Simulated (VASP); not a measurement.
Set up this calculation in VASP 6.6.1, as the native input.

```yaml
Task: single point
Functional: LDA
Potentials_or_basis: VASP PAW LDA potentials, release 64 (Hf_pv, O)
Cutoff: 520 eV
k_mesh: 2 × 2 × 2
Occupations: fermi-dirac, width 0.24 eV
Spin: no spin polarisation
Dipole_correction: no
Further_INCAR_settings: ALGO = Normal; EDIFF = 1e-06; NBANDS = 56
```

The structure of HfO2 lies in POSCAR:

```
HfO2
1.0
    5.2801130000      0.0000000000      0.0000000000
    0.0000000000      5.2801130000      0.0000000000
    0.0000000000      0.0000000000      5.2801130000
Hf O
4 8
Direct
    0.0052460998     -0.0145072653      0.0367605769
    0.4982847905      0.4982847905     -0.0470255087
    0.4916372055      0.0072915106      0.4443654899
    0.0084089109      0.5118451063      0.5557267430
    0.2052796976      0.2378547580      0.3315269957
    0.7867445261      0.7244163146      0.8682768721
    0.8390540127      0.7880134383      0.4097071407
    0.1898065439      0.3086865755      0.8721783038
    0.6681864574      0.2885923085      0.6225813728
    0.2603921545      0.7189808248      0.2013593270
    0.3339701253      0.7364236334      0.6702886851
    0.6766900633      0.1643146652      0.1376485693
```

One way to write it, as run:

INCAR

```
  PREC = Accurate
  ENCUT = 520
  EDIFF = 1E-6
  ISMEAR = -1
  SIGMA = 0.24
  LREAL = False
  LASPH = True
  NELM = 80
  ALGO = Normal
  ISIF = 2
  LWAVE = False
  LCHARG = False
  NBANDS = 56
```

KPOINTS

```
Automatic mesh
0
Gamma
  2 2 2
```

Potentials or basis: VASP PAW LDA potentials, release 64 (Hf_pv, O).

Command:

```bash
$ cat potpaw_LDA.64/Hf_pv/POTCAR potpaw_LDA.64/O/POTCAR > POTCAR
$ mpirun -np 1 vasp_std > vasp.out
```

It gave:

```yaml
Pressure: -12.2 GPa
Largest_force: 3.498 eV/Å
Band_gap_on_the_k_mesh: 3.68 eV, direct
```

Caveat: the k points lie up to 0.59 Å⁻¹ apart; spin-orbit coupling is left out, which moves the levels of the heavy elements; forces of over 1 eV/Å act on the atoms, so gaps and moduli don't describe the material at rest.

Wall time 70 s on 1 thread of Intel Xeon 6975P-C, with other jobs on the host, peak memory 0.22 GiB.
